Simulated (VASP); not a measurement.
# ScSiS3 (P4/mmm) in VASP: notebook

ScSiS3 is run at these levels: PBE; tasks: single point, relaxation of cell and atoms.

Program: VASP 6.6.1. These are calculated values, not measurements. Logs are shortened: lines on timing, memory, paths and dates and some standing lists are left out, and cuts for length are marked.

## 1. The cell of the first run

Symmetry: P4/mmm, No. 123, tetragonal system. The conventional cell has a = 3.723 Å, b = 3.723 Å, c = 7.443 Å, α = 90.00°, β = 90.00°, γ = 90.00°. Sc (site symmetry 4/mmm) has 2 S at 2.44 Å and 4 Si at 2.63 Å within 3.2 Å. Within 3.8 Å of Si (site symmetry 4/mmm) lie 4 Sc at 2.63 Å and 10 S at 3.59 to 3.72 Å and 4 Si at 3.72 Å. S (site symmetry 4/mmm) has 12 S at 2.93 to 3.72 Å and 2 Si at 3.72 Å within 3.9 Å. Within 3.2 Å of S (site symmetry 4mm) lie 1 Sc at 2.44 Å and 5 S at 2.56 to 2.93 Å.

The cell was built from a structure type or drawn by symmetry, and may not be a known phase.

## 2. Single point, PBE

INCAR reads:

```
PREC = Accurate
ENCUT = 520
EDIFF = 1E-6
ISMEAR = 0
SIGMA = 0.1
LREAL = False
LASPH = True
NELM = 60
ALGO = Normal
ISIF = 2
LWAVE = False
LCHARG = False
GGA = PE
NBANDS = 24
```

KPOINTS reads:

```
regular mesh
0
Gamma
  6 6 2
```

POSCAR reads:

```
ScSiS3
1.0
    3.7232343462      0.0000000000      0.0000000000
    0.0000000000      3.7232343462      0.0000000000
    0.0000000000      0.0000000000      7.4429208107
Sc Si S
1 1 3
Direct
    0.5000000000      0.5000000000      0.5000000000
    0.0000000000      0.0000000000      0.5000000000
    0.0000000000      0.0000000000      0.0000000000
    0.5000000000      0.5000000000      0.8281382338
    0.5000000000      0.5000000000      0.1718617662
```

Potentials or basis: VASP PAW PBE potentials, release 64 (Sc_sv, Si, S).

The run is started by

```sh
cat potpaw_PBE.64/Sc_sv/POTCAR potpaw_PBE.64/Si/POTCAR potpaw_PBE.64/S/POTCAR > POTCAR
mpirun -np 1 vasp_std > vasp.out
```

OUTCAR:

```text
PREC = Accurate
   ENCUT = 520
   EDIFF = 1E-6
   ISMEAR = 0
   LREAL = False
   LASPH = True
   NELM = 60
   ISIF = 2
   GGA = PE

 ion  position               nearest neighbor table
   1  0.500  0.500  0.500-   4 2.44   5 2.44   2 2.63   2 2.63   2 2.63   2 2.63
   2  0.000  0.000  0.500-   1 2.63   1 2.63   1 2.63   1 2.63
   3  0.000  0.000  0.000-
   4  0.500  0.500  0.828-   1 2.44   5 2.56
   5  0.500  0.500  0.172-   1 2.44   4 2.56

  LATTYP: Found a simple tetragonal cell.
 ALAT       =     3.7232343462
 C/A-ratio  =     1.9990470969

  Lattice vectors:

 A1 = (   3.7232343462,   0.0000000000,   0.0000000000)
 A2 = (   0.0000000000,   3.7232343462,   0.0000000000)
 A3 = (   0.0000000000,   0.0000000000,   7.4429208107)

Analysis of symmetry for initial positions (statically):
=====================================================================
 Subroutine PRICEL returns:
 Original cell was already a primitive cell.

 Routine SETGRP: Setting up the symmetry group for a
 simple tetragonal supercell.

 Subroutine GETGRP returns: Found 16 space group operations
 (whereof 16 operations were pure point group operations)
 out of a pool of 16 trial point group operations.

The static configuration has the point symmetry D_4h.

Analysis of symmetry for dynamics (positions and initial velocities):
=====================================================================
 Subroutine PRICEL returns:
 Original cell was already a primitive cell.

 Routine SETGRP: Setting up the symmetry group for a
 simple tetragonal supercell.

 Subroutine GETGRP returns: Found 16 space group operations
 (whereof 16 operations were pure point group operations)
 out of a pool of 16 trial point group operations.

The dynamic configuration has the point symmetry D_4h.

 Subroutine INISYM returns: Found 16 space group operations
 (whereof 16 operations are pure point group operations),
 and found     1 'primitive' translations

----------------------------------------------------------------------------------------

                                     Primitive cell

  volume of cell :     103.1773

  direct lattice vectors                    reciprocal lattice vectors
[... 84 lines left out ...]
   LSORBIT =      F    spin-orbit coupling
   LASPH  =      T    aspherical Exc in radial PAW
   ENCUT  =  520.0 eV  38.22 Ry    6.18 a.u.   6.92  6.92 13.84*2*pi/ulx,y,z
   NELM   =     60;   NELMIN=  2; NELMDL= -5     # of ELM steps
   EDIFF  = 0.1E-05   stopping-criterion for ELM
   LREAL  =      F    real-space projection
   EDIFFG = 0.1E-04   stopping-criterion for IOM
   NSW    =      0    number of steps for IOM
   IBRION =     -1    ionic relax: 0-MD 1-quasi-New 2-CG
   NFREE  =      0    steps in history (QN), initial steepest desc. (CG)
   ISIF   =      2    stress and relaxation
   ISYM   =      2    0-nonsym 1-usesym 2-fastsym
   POTIM  = 0.5000    time-step for ionic-motion
   TEBEG  =    0.0;   TEEND  =   0.0 temperature during run
   PSTRESS=    0.0 pullay stress
   NELECT =      33.0000    total number of electrons
   NUPDOWN=      -1.0000    fix difference up-down
   EMIN   =  10.00;   EMAX   =-10.00  energy-range for DOS
   EFERMI =   0.00;   METHOD = LEGACY
   ISMEAR =     0;   SIGMA  =   0.10  broadening in eV -4-tet -1-fermi 0-gaus
   EFERMI_NEDOS =   21; number of points for ismear=-14 and -15
   IALGO  =     38    algorithm
   IMIX   =      4    mixing-type and parameters
     AMIX     =   0.40;   BMIX     =  1.00
     AMIX_MAG =   1.60;   BMIX_MAG =  1.00
  volume/ion in A,a.u.               =      20.64       139.25
  Fermi-wavevector in a.u.,A,eV,Ry     =   1.119570  2.115681 17.054059  1.253438
  Thomas-Fermi vector in A             =   2.256210
   LORBIT       =      0    0 simple, 1 ext, 2 COOP (PROOUT), +10 PAW based schemes
   GGA     = PE    functional components
   LHFCALC =     F    Hartree Fock is set to
   AEXX    =    0.0000 exact exchange contribution
   IVDW    =     0    specifies the selected vdW correction
   LEPSILON=     F    determine dielectric tensor
   LRPA    =     F    only Hartree local field effects (RPA)
 non-spin polarized calculation
 Gauss-broadening in eV      SIGMA  =   0.10
  energy-cutoff  :      520.00
  volume of cell :      103.18
 maximum number of plane-waves:      2800
 NGX is ok and might be reduce to    28
   NGX = 13   NGY = 13   NGZ = 27

 number of electron      33.0000013 magnetization

 Free energy of the ion-electron system (eV)
  ---------------------------------------------------
  ext. energy  EPLUGINS =         0.00000000
  ---------------------------------------------------
  free energy    TOTEN  =       -21.25898742 eV

  energy without entropy =      -21.23756293  energy(sigma->0) =      -21.24827517

 E-fermi :   4.1814     XC(G=0):  -9.8538

 val. band max:        4.1514841128   @ k =   0.5000   0.1667   0.0000
 cond. band min:       4.1892461865   @ k =   0.3333   0.3333   0.5000
 fundamental gap:      0.0377620737
 Fermi energy:         4.1813755556

 k-point     1 :       0.0000    0.0000    0.0000
  band No.  band energies     occupation
      1     -43.9585      2.00000
      2     -22.7213      2.00000
      3     -22.6380      2.00000
      4     -22.6380      2.00000
      5     -10.0981      2.00000
      6      -7.4514      2.00000
[... 529 lines left out ...]
     23       8.0312      0.00000
     24       8.4585      0.00000

------------------------ aborting loop because EDIFF is reached ----------------------------------------

  FORCE on cell =-STRESS in cart. coord.  units (eV):
  Direction    XX          YY          ZZ          XY          YZ          ZX
  --------------------------------------------------------------------------------------
  -------------------------------------------------------------------------------------
  Total        0.0415301      0.0415301      0.1855210      0.0000000     -0.0000000     -0.0000000
  in kB        0.6448957      0.6448957      2.8808425      0.0000000     -0.0000000     -0.0000000
  external PRESSURE =       1.3902113 kB  Pullay stress =       0.0000000 kB

 VOLUME and BASIS-vectors are now :
 -----------------------------------------------------------------------------
  energy-cutoff  :      520.00
  volume of cell :      103.18
      direct lattice vectors                 reciprocal lattice vectors
     3.723234346  0.000000000  0.000000000     0.268583685  0.000000000  0.000000000
     0.000000000  3.723234346  0.000000000     0.000000000  0.268583685  0.000000000
     0.000000000  0.000000000  7.442920811     0.000000000  0.000000000  0.134355856

 POSITION                                       TOTAL-FORCE (eV/Angst)
 -----------------------------------------------------------------------------------
      1.86162      1.86162      3.72146        -0.000000      0.000000      0.000000
      0.00000      0.00000      3.72146        -0.000000      0.000000      0.000000
      0.00000      0.00000      0.00000        -0.000000      0.000000      0.000000
      1.86162      1.86162      6.16377         0.000000     -0.000000      0.022715
      1.86162      1.86162      1.27915        -0.000000     -0.000000     -0.022715
 -----------------------------------------------------------------------------------
    total drift:                                0.000000      0.000000      0.000000

  FREE ENERGIE OF THE ION-ELECTRON SYSTEM (eV)
  ---------------------------------------------------
  free  energy   TOTEN  =       -21.2589874192 eV

  energy  without entropy=      -21.2375629300  energy(sigma->0) =      -21.24827517
```

Run time: 18 s. Hardware: 1 thread of Intel Xeon 6975P-C (Granite Rapids), shared host; peak memory 0.21 GiB.

What came out:

```
Free energy            : -21.2590 eV
Pressure               : 0.1 GPa
Largest force          : 0.023 eV/Å
Band gap on the k mesh : zero (an odd number of electrons rules out a gap without spin polarisation)
```

Forces on the atoms (eV/Å):
```
Sc   0.000  0.000  0.000
Si   0.000  0.000  0.000
S    0.000  0.000  0.000
S    0.000  0.000  0.023
S    0.000  0.000 -0.023
```

Caveat: the k points lie up to 0.42 Å⁻¹ apart, too coarse for converged energies and pressures of a metal.

## 3. Single point, PBE

This run uses another cell than the first one, of 20.86 Å³/atom.

INCAR reads:

```
PREC = Accurate
ENCUT = 520
EDIFF = 1E-6
ISMEAR = 0
SIGMA = 0.1
LREAL = False
LASPH = True
NELM = 80
ALGO = Normal
ISIF = 2
LWAVE = False
LCHARG = True
GGA = PE
LELF = True
LVHAR = True
NBANDS = 24
```

KPOINTS reads:

```
regular mesh
0
Gamma
  6 6 4
```

POSCAR reads:

```
ScSiS3
1.0
    3.7076273800      0.0000000000      0.0000000000
    0.0000000000      3.7076273800      0.0000000000
    0.0000000000      0.0000000000      7.5879393274
Sc Si S
1 1 3
Direct
    0.5000000000      0.5000000000      0.5000000000
    0.0000000000      0.0000000000      0.5000000000
    0.0000000000      0.0000000000      0.0000000000
    0.5000000000      0.5000000000      0.8225058384
    0.5000000000      0.5000000000      0.1774941616
```

Potentials or basis: VASP PAW PBE potentials, release 64 (Sc_sv, Si, S).

The run is started by

```sh
cat potpaw_PBE.64/Sc_sv/POTCAR potpaw_PBE.64/Si/POTCAR potpaw_PBE.64/S/POTCAR > POTCAR
mpirun -np 1 vasp_std > vasp.out
```

It took 28 s on 1 thread of Intel Xeon 6975P-C (Granite Rapids), shared host; peak memory 0.23 GiB.

The run converged. Its results:

| Quantity | Value |
| --- | --- |
| Free energy | -21.2363 eV |
| Pressure | 0.0 GPa |
| Largest force | 0.014 eV/Å |
| Band gap on the k mesh | zero (an odd number of electrons rules out a gap without spin polarisation) |

Forces on the atoms (eV/Å):
```
Sc   0.000  0.000  0.000
Si   0.000  0.000  0.000
S    0.000  0.000  0.000
S    0.000  0.000  0.014
S    0.000  0.000 -0.014
```

Stress tensor (GPa, compression positive):
```
-0.06  0.00  0.00
 0.00 -0.06  0.00
 0.00  0.00  0.02
```

Levels at points of the mesh, in eV from the Fermi level:
```
           k point  band 14  band 15  band 16  band 17  band 18  band 19
(0.00, 0.00, 0.00)    -0.81    -0.81     0.63     1.14     1.14     2.54
(0.50, 0.00, 0.00)    -0.91    -0.47    -0.34    -0.24    -0.08     0.08
(0.50, 0.50, 0.00)    -1.90    -1.19    -1.19     0.48     1.76     1.76
(0.00, 0.00, 0.50)    -0.66    -0.16     0.63     1.00     1.00     1.17
(0.50, 0.00, 0.50)    -0.88    -0.78    -0.33    -0.28    -0.21     0.82
(0.50, 0.50, 0.50)    -1.60    -0.84    -0.06    -0.06     0.14     0.14
```

## 4. Relaxation of cell and atoms, PBE

This run uses another cell than the first one, of 24.85 Å³/atom.

INCAR reads:

```
  PREC = Accurate
  ENCUT = 600
  EDIFF = 1E-6
  ISMEAR = 0
  SIGMA = 0.1
  LREAL = False
  LASPH = True
  NELM = 60
  ALGO = Normal
  ISIF = 3
  LWAVE = False
  LCHARG = False
  GGA = PE
  IBRION = 2
  NSW = 90
  EDIFFG = -0.04
```

KPOINTS reads:

```
Automatic mesh
0
Gamma
  4 4 2
```

POSCAR reads:

```
ScSiS3
1.0
    3.8870871600      0.0000000000      0.0000000000
    0.0000000000      3.8870871600      0.0000000000
    0.0000000000      0.0000000000      8.2217368700
Sc Si S
1 1 3
Direct
    0.5000000000      0.5000000000      0.5000000000
    0.0000000000      0.0000000000      0.5000000000
    0.0000000000      0.0000000000      0.0000000000
    0.5000000000      0.5000000000      0.7361531800
    0.5000000000      0.5000000000      0.2638468200
```

The run is started by

```sh
cat potpaw_PBE.64/Sc_sv/POTCAR potpaw_PBE.64/Si/POTCAR potpaw_PBE.64/S/POTCAR > POTCAR
mpirun -np 1 vasp_std > vasp.out
```

Run time: 4.6 min. Hardware: 1 thread of Intel Xeon 6975P-C (Granite Rapids), shared host; peak memory 0.29 GiB.

It converged, with:

```yaml
Free_energy: -21.4044 eV
Relaxed_volume: 20.60 Å³/atom
Relaxed_cell: a = 3.702 Å, b = 3.702 Å, c = 7.518 Å, α = 90.00°, β = 90.00°, γ = 90.00°
Space_group_after_relaxing_to_0.1_Å: P4/mmm (No. 123)
Energy_gained_by_relaxing: 816.3 meV/atom
Ionic_steps: 23
Pressure_after_relaxing: 0.0 GPa
Largest_force_after_relaxing: 0.004 eV/Å
Band_gap_on_the_k_mesh: zero (an odd number of electrons rules out a gap without spin polarisation)
```

Forces on the atoms (eV/Å):
```
Sc   0.000  0.000  0.000
Si   0.000  0.000  0.000
S    0.000  0.000  0.000
S    0.000  0.000  0.004
S    0.000  0.000 -0.004
```

Step by step:
| step | energy change (eV) | largest force (eV/Å) | pressure (GPa) | volume (Å³) |
| --- | --- | --- | --- | --- |
| 1 | 0.0000 | 8.5399 | 10.91 | 124.23 |
| 2 | -0.8061 | 0.6062 | -7.15 | 153.29 |
| 3 | -2.6384 | 0.0964 | -4.59 | 136.94 |
| 4 | -2.7070 | 0.4260 | -3.85 | 135.52 |
| 5 | -2.7344 | 1.0541 | -2.57 | 133.52 |
| 6 | -2.7365 | 0.9255 | -2.82 | 133.88 |
| 7 | -2.9442 | 1.1774 | -1.99 | 126.63 |
| 8 | -3.3529 | 1.9011 | 3.18 | 106.46 |
| 9 | -3.3367 | 2.1035 | 7.42 | 97.91 |
| 10 | -3.3644 | 2.0358 | 5.35 | 101.79 |
| 11 | -3.4478 | 1.8667 | 5.44 | 100.58 |
| 12 | -3.6232 | 1.3024 | 6.42 | 96.98 |
| 13 | -3.5539 | 0.2970 | 10.54 | 90.02 |
| 14 | -3.6571 | 0.7426 | 8.57 | 93.45 |
| 15 | -3.8209 | 0.4269 | 5.76 | 96.40 |
| 16 | -3.9858 | 0.0866 | -0.80 | 105.59 |
| 17 | -3.9863 | 0.0870 | -0.59 | 105.20 |
| 18 | -4.0124 | 0.0859 | -0.67 | 105.33 |
| 19 | -4.0566 | 0.3494 | -0.83 | 105.65 |
| 20 | -4.0670 | 0.3075 | -0.46 | 104.67 |
| 21 | -4.0733 | 0.2343 | 0.14 | 103.23 |
| 22 | -4.0807 | 0.0784 | 0.05 | 103.09 |
| 23 | -4.0816 | 0.0038 | 0.02 | 103.01 |

Final structure:
```cif
data_structure
_symmetry_space_group_name_H-M 'P 1'
_symmetry_Int_Tables_number 1
_cell_length_a 3.7017
_cell_length_b 3.7017
_cell_length_c 7.5176
_cell_angle_alpha 90.000
_cell_angle_beta 90.000
_cell_angle_gamma 90.000
_cell_volume 103.01
loop_
_atom_site_label
_atom_site_type_symbol
_atom_site_fract_x
_atom_site_fract_y
_atom_site_fract_z
_atom_site_occupancy
Sc1 Sc 0.50000 0.50000 0.50000 1
Si1 Si 0.00000 0.00000 0.50000 1
S1 S 0.00000 0.00000 0.00000 1
S2 S 0.50000 0.50000 0.82691 1
S3 S 0.50000 0.50000 0.17309 1
```

Levels at points of the mesh, in eV from the Fermi level:
| k point | band 13 | band 14 | band 15 | band 16 | band 17 | band 18 | band 19 | band 20 |
| --- | --- | --- | --- | --- | --- | --- | --- | --- |
| (0.00, 0.00, 0.00) | -1.18 | -1.02 | -1.02 | 0.38 | 0.98 | 0.98 | 2.33 | 2.33 |
| (0.50, 0.00, 0.00) | -1.51 | -1.21 | -0.70 | -0.66 | -0.46 | -0.23 | 0.03 | 1.70 |
| (0.50, 0.50, 0.00) | -2.68 | -2.13 | -1.39 | -1.39 | 0.44 | 1.64 | 1.64 | 1.83 |
| (0.00, 0.00, 0.50) | -0.86 | -0.86 | -0.28 | 0.39 | 0.83 | 0.83 | 0.92 | 2.25 |
| (0.50, 0.00, 0.50) | -1.64 | -1.19 | -0.87 | -0.72 | -0.50 | -0.41 | 0.50 | 1.02 |
| (0.50, 0.50, 0.50) | -2.88 | -1.80 | -0.90 | -0.28 | -0.28 | 0.00 | 0.00 | 1.11 |

Caveat: the k points lie up to 0.42 Å⁻¹ apart in the final cell, too coarse for converged energies and pressures of a metal; the volume moved by over 15 % at a fixed basis, so the end points are rough.

## 5. Single point, PBE

This run uses another cell than the first one, of 20.81 Å³/atom.

INCAR reads:

```
SYSTEM = ScSiS3
ALGO = Normal ; EDIFF = 1E-7
ENCUT = 520 ; GGA = PE
ISIF = 2 ; ISMEAR = 0
LASPH = .TRUE. ; LCHARG = .TRUE.
LELF = .TRUE. ; LREAL = .FALSE.
LVHAR = .TRUE. ; LWAVE = .FALSE.
NBANDS = 24 ; NELM = 100
PREC = Accurate ; SIGMA = 0.1
```

KPOINTS reads:

```
k-points
0
G
  10 10 6
  0 0 0
```

POSCAR reads:

```
ScSiS3
1.0
    3.6912189625      0.0000000000      0.0000000000
    0.0000000000      3.6912189625      0.0000000000
    0.0000000000      0.0000000000      7.6368023544
Sc Si S
1 1 3
Direct
    0.5000000000      0.5000000000      0.5000000000
    0.0000000000      0.0000000000      0.5000000000
    0.0000000000      0.0000000000      0.0000000000
    0.5000000000      0.5000000000      0.8209579688
    0.5000000000      0.5000000000      0.1790420312
```

The run is started by

```sh
cat potpaw_PBE.64/Sc_sv/POTCAR potpaw_PBE.64/Si/POTCAR potpaw_PBE.64/S/POTCAR > POTCAR
mpirun -np 1 vasp_std > vasp.out
```

It took 98 s on 1 thread of Intel Xeon 6975P-C (Granite Rapids), shared host; peak memory 0.33 GiB.

It converged, with:

| Property | Result |
| --- | --- |
| Free energy | -21.2625 eV |
| Pressure | 0.0 GPa |
| Largest force | 0.019 eV/Å |
| Band gap on the k mesh | zero (an odd number of electrons rules out a gap without spin polarisation) |

Forces in eV/Å, atoms in the order of the input:
```
Sc   0.000  0.000  0.000
Si   0.000  0.000  0.000
S    0.000  0.000  0.000
S    0.000  0.000  0.019
S    0.000  0.000 -0.019
```

Stress tensor (GPa, compression positive):
```
0.01 0.00 0.00
0.00 0.01 0.00
0.00 0.00 0.09
```

Levels at points of the mesh, in eV from the Fermi level:
| k point | band 13 | band 14 | band 15 | band 16 | band 17 | band 18 | band 19 | band 20 | band 21 | band 22 |
| --- | --- | --- | --- | --- | --- | --- | --- | --- | --- | --- |
| (0.00, 0.00, 0.00) | -1.12 | -0.84 | -0.84 | 0.53 | 1.09 | 1.09 | 2.51 | 2.51 | 2.56 | 2.60 |
| (0.50, 0.00, 0.00) | -1.09 | -0.95 | -0.48 | -0.33 | -0.32 | -0.20 | -0.06 | 1.87 | 3.91 | 4.02 |
| (0.50, 0.50, 0.00) | -2.53 | -1.95 | -1.27 | -1.27 | 0.35 | 1.67 | 1.67 | 1.88 | 2.65 | 2.65 |
| (0.00, 0.00, 0.50) | -0.68 | -0.68 | -0.22 | 0.53 | 0.94 | 0.94 | 1.13 | 2.40 | 2.40 | 2.56 |
| (0.50, 0.00, 0.50) | -1.24 | -0.93 | -0.88 | -0.36 | -0.30 | -0.23 | 0.79 | 1.10 | 3.58 | 4.05 |
| (0.50, 0.50, 0.50) | -2.73 | -1.67 | -0.94 | -0.15 | -0.15 | 0.04 | 0.04 | 1.24 | 3.42 | 3.42 |

## 6. The runs side by side

```csv
task,cell,k mesh,cutoff (eV),gap on the mesh (eV),pressure (GPa),largest force (eV/Å)
single point,"a = 3.723, b = 3.723, c = 7.443 Å, 5 atoms, atomic positions A",6 × 6 × 2,520,none,0.1,0.02
single point,"a = 3.708, b = 3.708, c = 7.588 Å, 5 atoms, atomic positions B",6 × 6 × 4,520,none,0.0,0.01
relaxation of cell and atoms,"relaxed from a = 3.887, b = 3.887, c = 8.222 Å, 5 atoms, atomic positions C",4 × 4 × 2,600,none,0.0,-
single point,"a = 3.691, b = 3.691, c = 7.637 Å, 5 atoms, atomic positions B",10 × 10 × 6,520,none,0.0,0.02
```

Alike in all rows: level PBE; potentials or basis VASP PAW PBE potentials, release 64 (Sc_sv, Si, S); no spin polarisation; smearing gaussian 0.1 eV.

Caveats: some runs use coarse meshes; the volume moved by over 15 % at a fixed basis, so the end points are rough (at least some runs).

Absolute energies hang on the potentials; compare differences alone.
